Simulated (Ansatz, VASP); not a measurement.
CuO in VASP and in Ansatz

The input INCAR:

```
  PREC = Accurate
  ENCUT = 520
  EDIFF = 1E-6
  ISMEAR = 0
  SIGMA = 0.15
  LREAL = False
  LASPH = True
  NELM = 80
  ALGO = Fast
  ISIF = 2
  LWAVE = False
  LCHARG = False
  GGA = PE
  NBANDS = 25
```

The input KPOINTS:

```
Automatic mesh
0
Gamma
  16 16 10
```

File POSCAR:

```
CuO
1.0
    2.0814198224     -2.0824189793      0.1629652982
    2.0814198224      2.0824189793      0.1629652982
   -0.4035322497      0.0000000000      5.1352739038
Cu O
2 2
Direct
    0.0000000000      0.5000000000      0.0000000000
    0.5000000000      0.0000000000      0.5000000000
    0.5456640097      0.4374508894      0.1629066292
    0.4999171503      0.5000828497      0.7500000000
```

Input for Ansatz:

```yaml
crystal:
  lattice:
    - [2.0814198224, -2.0824189793, 0.1629652982]
    - [2.0814198224, 2.0824189793, 0.1629652982]
    - [-0.4035322497, 0.0, 5.1352739038]
  atoms:
    - { symbol: Cu, position: [0.0, 0.5, 0.0] }
    - { symbol: Cu, position: [0.5, 0.0, 0.5] }
    - { symbol: O, position: [0.5456640097, 0.4374508894, 0.1629066292] }
    - { symbol: O, position: [0.4999171503, 0.5000828497, 0.75] }
basis:
  ecutwfc: 420
kpoints:
  mp_grid: { grid: [16, 16, 10] }
hamiltonian:
  xc: pbe
scf:
  occupations: { method: gaussian, width: 0.15 }
output:
  forces: true
  stress: true
  eigenvalues: true
```

Alike in both runs: task single point; functional PBE; k mesh 16 × 16 × 10; occupations gaussian, width 0.15 eV; no spin polarisation.

```csv
,VASP,Ansatz
version,VASP 6.6.1,Ansatz 0.2.0
potentials or method,"VASP PAW PBE potentials, release 64 (Cu, O), cutoff 520 eV","scalar-relativistic, plane waves, PAW"
valence electrons in the cell,34,50
```

```csv
,VASP,Ansatz,Ansatz less VASP
gap on the k mesh at the Fermi level (eV),none,none,-
pressure (GPa),18.5,17.3,-1.21
"traceless stress, the component that is largest in VASP (GPa)",-16.73,-16.22,+0.515
rms of the force components (eV/Å),3.589,3.547,-0.0428
```

Atom by atom the forces differ by 0.047 eV/Å (rms over components). A gap of «none» marks a metal or a gap that the smearing closes. VASP's potentials hold 34 valence electrons a cell and Ansatz's 50, so a difference there can come from the potentials and not from the codes.
